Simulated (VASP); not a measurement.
C: single point with r2SCAN

The system is C.

```
C
1.0
     0.00000   -1.78340   -1.78340
    -1.78340    0.00000   -1.78340
     1.78340    1.78340   -3.56680
C
4
Direct
  0.75000 0.75000 0.75000
  0.25000 0.25000 0.25000
  0.37500 0.37500 0.87500
  0.87500 0.87500 0.37500
```

```yaml
Program: VASP 6.6.1
Task: single point
Functional: r2SCAN
Potentials_or_basis: VASP PAW PBE potentials, release 64 (C)
Cutoff: 520 eV
k_mesh: 12 × 12 × 10
Occupations: gaussian, width 0.05 eV
Spin: no spin polarisation
```

- Pressure: -1.4 GPa
- Band gap on the k mesh: 4.35 eV

Levels at points of the mesh, in eV from the valence-band top:
```csv
k point,band 6,band 7,band 8,band 9,band 10,band 11
"(0.00, 0.00, 0.00)",0.00,0.00,0.00,5.84,5.84,5.84
"(0.50, 0.00, 0.00)",-7.14,-5.16,-5.16,6.38,6.38,12.04
"(0.00, 0.50, 0.00)",-7.14,-5.16,-5.16,6.38,6.38,12.04
"(0.50, 0.50, 0.00)",-6.66,-2.98,-2.98,5.00,5.00,8.88
"(0.00, 0.00, 0.50)",-1.86,-1.86,-1.86,8.18,8.18,8.18
"(0.50, 0.00, 0.50)",-6.66,-2.98,-2.98,5.00,5.00,8.88
"(0.00, 0.50, 0.50)",-6.66,-2.98,-2.98,5.00,5.00,8.88
"(0.50, 0.50, 0.50)",-7.14,-5.16,-5.16,6.38,6.38,12.04
```

It took 22 min on 1 thread of Oxide Virtual Turin-like Processor, on a shared host, peak memory 0.25 GiB.

Caveat: the PAW data sets were made with another functional, which shifts forces and pressure a little. r2SCAN opens gaps a little over a GGA but as a rule still falls short of measured ones.
